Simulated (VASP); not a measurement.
# Ga2O3 (R-3c) in VASP: single point with PBE

Aim: the single point of Ga2O3 with PBE.

All numbers are computed with VASP 6.6.1; they aren't measurements. Logs are shortened: lines on timing, memory, paths and dates and some standing lists are left out, and cuts for length are marked.

## Step 1: The cell of the first run

The structure is trigonal, space group R-3c (No. 167). The conventional cell has a = 5.058 Å, b = 5.058 Å, c = 13.624 Å, α = 90.00°, β = 90.00°, γ = 120.00°. Ga (site symmetry 3) has 6 O at 1.95 to 2.11 Å within 2.6 Å. Within 2.9 Å of O (site symmetry 2) lie 4 Ga at 1.95 to 2.11 Å and 8 O at 2.66 to 2.88 Å.

## Step 2: Single point, PBE

The input, INCAR:

```
ALGO = Normal
EDIFF = 1E-6
ENCUT = 520
GGA = PE
ISIF = 2
ISMEAR = -1
LASPH = True
LCHARG = True
LELF = True
LREAL = Auto
LVHAR = True
LWAVE = False
NBANDS = 398
NELM = 100
PREC = Accurate
SIGMA = 0.01
```

The input, KPOINTS:

```
k-points
0
Gamma
  1 1 1
```

The input, POSCAR:

```
Ga2O3
1.0
    5.0579508900      2.9202093400      9.0826160100
   -5.0579508900      2.9202093400      9.0826160100
    0.0000000000     -5.8404185800      9.0826160400
Ga O
32 48
Direct
    0.4278409840      0.4278409840      0.4278409840
    0.3221590160      0.3221590160      0.3221590160
    0.0721590160      0.0721590160      0.0721590160
    0.1778409840      0.1778409840      0.1778409840
    0.4278409840      0.4278409840      0.9278409840
    0.3221590160      0.3221590160      0.8221590160
    0.0721590160      0.0721590160      0.5721590160
    0.1778409840      0.1778409840      0.6778409840
    0.4278409840      0.9278409840      0.4278409840
    0.3221590160      0.8221590160      0.3221590160
    0.0721590160      0.5721590160      0.0721590160
    0.1778409840      0.6778409840      0.1778409840
    0.4278409840      0.9278409840      0.9278409840
    0.3221590160      0.8221590160      0.8221590160
    0.0721590160      0.5721590160      0.5721590160
    0.1778409840      0.6778409840      0.6778409840
    0.9278409840      0.4278409840      0.4278409840
    0.8221590160      0.3221590160      0.3221590160
    0.5721590160      0.0721590160      0.0721590160
    0.6778409840      0.1778409840      0.1778409840
    0.9278409840      0.4278409840      0.9278409840
    0.8221590160      0.3221590160      0.8221590160
    0.5721590160      0.0721590160      0.5721590160
    0.6778409840      0.1778409840      0.6778409840
    0.9278409840      0.9278409840      0.4278409840
    0.8221590160      0.8221590160      0.3221590160
    0.5721590160      0.5721590160      0.0721590160
    0.6778409840      0.6778409840      0.1778409840
    0.9278409840      0.9278409840      0.9278409840
    0.8221590160      0.8221590160      0.8221590160
    0.5721590160      0.5721590160      0.5721590160
    0.6778409840      0.6778409840      0.6778409840
    0.3750000000      0.2231550840      0.0268449160
    0.2231550840      0.0268449160      0.3750000000
    0.0268449160      0.3750000000      0.2231550840
    0.1250000000      0.2768449160      0.4731550840
    0.4731550840      0.1250000000      0.2768449160
    0.2768449160      0.4731550840      0.1250000000
    0.3750000000      0.2231550840      0.5268449160
    0.2231550840      0.0268449160      0.8750000000
    0.0268449160      0.3750000000      0.7231550840
    0.1250000000      0.2768449160      0.9731550840
    0.4731550840      0.1250000000      0.7768449160
    0.2768449160      0.4731550840      0.6250000000
    0.3750000000      0.7231550840      0.0268449160
    0.2231550840      0.5268449160      0.3750000000
    0.0268449160      0.8750000000      0.2231550840
    0.1250000000      0.7768449160      0.4731550840
    0.4731550840      0.6250000000      0.2768449160
    0.2768449160      0.9731550840      0.1250000000
    0.3750000000      0.7231550840      0.5268449160
    0.2231550840      0.5268449160      0.8750000000
    0.0268449160      0.8750000000      0.7231550840
    0.1250000000      0.7768449160      0.9731550840
    0.4731550840      0.6250000000      0.7768449160
    0.2768449160      0.9731550840      0.6250000000
    0.8750000000      0.2231550840      0.0268449160
    0.7231550840      0.0268449160      0.3750000000
    0.5268449160      0.3750000000      0.2231550840
    0.6250000000      0.2768449160      0.4731550840
    0.9731550840      0.1250000000      0.2768449160
    0.7768449160      0.4731550840      0.1250000000
    0.8750000000      0.2231550840      0.5268449160
    0.7231550840      0.0268449160      0.8750000000
    0.5268449160      0.3750000000      0.7231550840
    0.6250000000      0.2768449160      0.9731550840
    0.9731550840      0.1250000000      0.7768449160
    0.7768449160      0.4731550840      0.6250000000
    0.8750000000      0.7231550840      0.0268449160
    0.7231550840      0.5268449160      0.3750000000
    0.5268449160      0.8750000000      0.2231550840
    0.6250000000      0.7768449160      0.4731550840
    0.9731550840      0.6250000000      0.2768449160
    0.7768449160      0.9731550840      0.1250000000
    0.8750000000      0.7231550840      0.5268449160
    0.7231550840      0.5268449160      0.8750000000
    0.5268449160      0.8750000000      0.7231550840
    0.6250000000      0.7768449160      0.9731550840
    0.9731550840      0.6250000000      0.7768449160
    0.7768449160      0.9731550840      0.6250000000
```

Potentials or basis: VASP PAW PBE potentials, release 64 (Ga_d, O).

Started as:

```bash
$ cat potpaw_PBE.64/Ga_d/POTCAR potpaw_PBE.64/O/POTCAR > POTCAR
$ mpirun -np 1 vasp_gam > vasp.out
```

OUTCAR:

```text
EDIFF = 1E-6
   ENCUT = 520
   GGA = PE
   ISIF = 2
   ISMEAR = -1
   LASPH = True
   LREAL = Auto
   NELM = 100
   PREC = Accurate

 ion  position               nearest neighbor table
   1  0.428  0.428  0.428-  44 1.95  49 1.95  60 1.95  59 2.11  39 2.11  46 2.11   2 2.88
   2  0.322  0.322  0.322-  38 1.95  36 1.95  37 1.95  39 2.11  59 2.11  46 2.11   1 2.88
   3  0.072  0.072  0.072-  40 1.95  47 1.95  57 1.95  61 2.11  42 2.11  50 2.11   4 2.88
   4  0.178  0.178  0.178-  34 1.95  33 1.95  35 1.95  42 2.11  61 2.11  50 2.11   3 2.88
   5  0.428  0.428  0.928-  38 1.95  55 1.95  66 1.95  65 2.11  33 2.11  52 2.11   6 2.88
   6  0.322  0.322  0.822-  44 1.95  42 1.95  43 1.95  33 2.11  65 2.11  52 2.11   5 2.88
[... 81 lines left out ...]
 A1 = (   5.0579508900,   2.9202093400,   9.0826160100)
 A2 = (  -5.0579508900,   2.9202093400,   9.0826160100)
 A3 = (   0.0000000000,  -5.8404185800,   9.0826160400)

Analysis of symmetry for initial positions (statically):
=====================================================================
 Subroutine PRICEL returns following result:

  LATTYP: Found a trigonal (rhomboedric) cell.
 ALAT       =     5.3991759413
 COS(alpha) =     0.5612023825

  Lattice vectors:

 A1 = (   2.5289754450,   1.4601046700,   4.5413080050)
 A2 = (  -2.5289754450,   1.4601046700,   4.5413080050)
 A3 = (   0.0000000000,  -2.9202092900,   4.5413080200)

   8 primitive cells build up your supercell.

 Routine SETGRP: Setting up the symmetry group for a
 trigonal (rhombohedral) supercell.

 Subroutine GETGRP returns: Found 12 space group operations
 (whereof  6 operations were pure point group operations)
 out of a pool of 12 trial point group operations.

The static configuration has the point symmetry S_6 .
 The point group associated with its full space group is D_3d.

Analysis of symmetry for dynamics (positions and initial velocities):
=====================================================================
 Subroutine PRICEL returns following result:

  LATTYP: Found a trigonal (rhomboedric) cell.
 ALAT       =     5.3991759413
 COS(alpha) =     0.5612023825

  Lattice vectors:

 A1 = (   2.5289754450,   1.4601046700,   4.5413080050)
 A2 = (  -2.5289754450,   1.4601046700,   4.5413080050)
 A3 = (   0.0000000000,  -2.9202092900,   4.5413080200)

   8 primitive cells build up your supercell.

 Routine SETGRP: Setting up the symmetry group for a
[... 101 lines left out ...]
   EDIFFG = 0.1E-04   stopping-criterion for IOM
   NSW    =      0    number of steps for IOM
   IBRION =     -1    ionic relax: 0-MD 1-quasi-New 2-CG
   NFREE  =      0    steps in history (QN), initial steepest desc. (CG)
   ISIF   =      2    stress and relaxation
   ISYM   =      2    0-nonsym 1-usesym 2-fastsym
   POTIM  = 0.5000    time-step for ionic-motion
   TEBEG  =    0.0;   TEEND  =   0.0 temperature during run
   PSTRESS=    0.0 pullay stress
   NELECT =     704.0000    total number of electrons
   NUPDOWN=      -1.0000    fix difference up-down
   EMIN   =  10.00;   EMAX   =-10.00  energy-range for DOS
   EFERMI =   0.00;   METHOD = LEGACY
   ISMEAR =    -1;   SIGMA  =   0.01  broadening in eV -4-tet -1-fermi 0-gaus
   EFERMI_NEDOS =   21; number of points for ismear=-14 and -15
   IALGO  =     38    algorithm
   IMIX   =      4    mixing-type and parameters
     AMIX     =   0.40;   BMIX     =  1.00
     AMIX_MAG =   1.60;   BMIX_MAG =  1.00
  volume/ion in A,a.u.               =      10.06        67.90
  Fermi-wavevector in a.u.,A,eV,Ry     =   1.565605  2.958564 33.349487  2.451118
  Thomas-Fermi vector in A             =   2.668056
   LORBIT       =      0    0 simple, 1 ext, 2 COOP (PROOUT), +10 PAW based schemes
   GGA     = PE    functional components
   LHFCALC =     F    Hartree Fock is set to
   AEXX    =    0.0000 exact exchange contribution
   IVDW    =     0    specifies the selected vdW correction
   LEPSILON=     F    determine dielectric tensor
   LRPA    =     F    only Hartree local field effects (RPA)
 non-spin polarized calculation
  energy-cutoff  :      520.00
  volume of cell :      804.92
 maximum number of plane-waves:     10826
   NGX = 41   NGY = 41   NGZ = 41

 number of electron     704.0000075 magnetization

 Free energy of the ion-electron system (eV)
  ---------------------------------------------------
  ext. energy  EPLUGINS =         0.00000000
  ---------------------------------------------------
  free energy    TOTEN  =      -474.21965041 eV

  energy without entropy =     -474.21965041  energy(sigma->0) =     -474.21965041

 E-fermi :   4.3209     XC(G=0): -11.9583

 val. band max:        3.9723135931   @ k =   0.0000   0.0000   0.0000
 cond. band min:       6.4998659592   @ k =   0.0000   0.0000   0.0000
 fundamental gap:      2.5275523661
 Fermi energy:         4.3209237394

 k-point     1 :       0.0000    0.0000    0.0000
  band No.  band energies     occupation
      1     -14.5653      2.00000
      2     -13.7345      2.00000
      3     -13.7345      2.00000
      4     -13.7152      2.00000
      5     -13.7152      2.00000
      6     -13.7152      2.00000
[... 356 lines left out ...]
    363      10.2292      0.00000
    364      10.2292      0.00000
 [bands above 364 left out]

------------------------ aborting loop because EDIFF is reached ----------------------------------------

  FORCE on cell =-STRESS in cart. coord.  units (eV):
  Direction    XX          YY          ZZ          XY          YZ          ZX
  --------------------------------------------------------------------------------------
  -------------------------------------------------------------------------------------
  Total        2.9997318      2.9997318      0.4803063      0.0000000     -0.0000000      0.0000000
  in kB        5.9709333      5.9709333      0.9560444      0.0000000     -0.0000000      0.0000000
  external PRESSURE =       4.2993037 kB  Pullay stress =       0.0000000 kB

 VOLUME and BASIS-vectors are now :
 -----------------------------------------------------------------------------
  energy-cutoff  :      520.00
  volume of cell :      804.92
      direct lattice vectors                 reciprocal lattice vectors
     5.057950890  2.920209340  9.082616010     0.098854262  0.057073535  0.036700146
    -5.057950890  2.920209340  9.082616010    -0.098854262  0.057073535  0.036700146
     0.000000000 -5.840418580  9.082616040     0.000000000 -0.114147069  0.036700146

 POSITION                                       TOTAL-FORCE (eV/Angst)
 -----------------------------------------------------------------------------------
      0.00000      0.00000     11.65775        -0.000000      0.000000      0.028311
      0.00000      0.00000      8.77814        -0.000000     -0.000000     -0.028311
      0.00000      0.00000      1.96618        -0.000000     -0.000000     -0.028311
      0.00000      0.00000      4.84578        -0.000000      0.000000      0.028311
      0.00000     -2.92021     16.19905        -0.000000      0.000000      0.028311
      0.00000     -2.92021     13.31945        -0.000000     -0.000000     -0.028311
[... 72 lines left out ...]
      1.76095      0.12985     21.57121        -0.003462     -0.005997      0.000000
     -0.99293      1.46010     21.57121         0.006925     -0.000000     -0.000000
 -----------------------------------------------------------------------------------
    total drift:                               -0.000000      0.000000     -0.000000

  FREE ENERGIE OF THE ION-ELECTRON SYSTEM (eV)
  ---------------------------------------------------
  free  energy   TOTEN  =      -474.2196504057 eV

  energy  without entropy=     -474.2196504057  energy(sigma->0) =     -474.21965041
```

It took 32 min on 1 thread of Intel Xeon 8259CL, shared host; peak memory 0.96 GiB.

What came out:

- Free energy: -474.2197 eV
- Pressure: 0.4 GPa
- Largest force: 0.028 eV/Å
- Band gap on the k mesh: 2.53 eV

Forces in eV/Å, atoms in the order of the input:
```
Ga   0.000  0.000  0.028
Ga   0.000  0.000 -0.028
Ga   0.000  0.000 -0.028
Ga   0.000  0.000  0.028
Ga   0.000  0.000  0.028
Ga   0.000  0.000 -0.028
Ga   0.000  0.000 -0.028
Ga   0.000  0.000  0.028
Ga   0.000  0.000  0.028
Ga   0.000  0.000 -0.028
Ga   0.000  0.000 -0.028
Ga   0.000  0.000  0.028
Ga   0.000  0.000  0.028
Ga   0.000  0.000 -0.028
Ga   0.000  0.000 -0.028
Ga   0.000  0.000  0.028
Ga   0.000  0.000  0.028
Ga   0.000  0.000 -0.028
Ga   0.000  0.000 -0.028
Ga   0.000  0.000  0.028
Ga   0.000  0.000  0.028
Ga   0.000  0.000 -0.028
Ga   0.000  0.000 -0.028
Ga   0.000  0.000  0.028
Ga   0.000  0.000  0.028
Ga   0.000  0.000 -0.028
Ga   0.000  0.000 -0.028
Ga   0.000  0.000  0.028
Ga   0.000  0.000  0.028
Ga   0.000  0.000 -0.028
Ga   0.000  0.000 -0.028
Ga   0.000  0.000  0.028
O    0.003 -0.006  0.000
O   -0.007  0.000  0.000
O    0.003  0.006  0.000
O   -0.003  0.006  0.000
O   -0.003 -0.006  0.000
O    0.007  0.000  0.000
O    0.003 -0.006  0.000
O   -0.007  0.000  0.000
O    0.003  0.006  0.000
O   -0.003  0.006  0.000
O   -0.003 -0.006  0.000
O    0.007  0.000  0.000
O    0.003 -0.006  0.000
O   -0.007  0.000  0.000
O    0.003  0.006  0.000
O   -0.003  0.006  0.000
O   -0.003 -0.006  0.000
O    0.007  0.000  0.000
O    0.003 -0.006  0.000
O   -0.007  0.000  0.000
O    0.003  0.006  0.000
O   -0.003  0.006  0.000
O   -0.003 -0.006  0.000
O    0.007  0.000  0.000
O    0.003 -0.006  0.000
O   -0.007  0.000  0.000
O    0.003  0.006  0.000
O   -0.003  0.006  0.000
O   -0.003 -0.006  0.000
O    0.007  0.000  0.000
O    0.003 -0.006  0.000
O   -0.007  0.000  0.000
O    0.003  0.006  0.000
O   -0.003  0.006  0.000
O   -0.003 -0.006  0.000
O    0.007  0.000  0.000
O    0.003 -0.006  0.000
O   -0.007  0.000  0.000
O    0.003  0.006  0.000
O   -0.003  0.006  0.000
O   -0.003 -0.006  0.000
O    0.007  0.000  0.000
O    0.003 -0.006  0.000
O   -0.007  0.000  0.000
O    0.003  0.006  0.000
O   -0.003  0.006  0.000
O   -0.003 -0.006  0.000
O    0.007  0.000  0.000
```

Caveat: the k points lie up to 0.75 Å⁻¹ apart. A k mesh can miss the band edges.
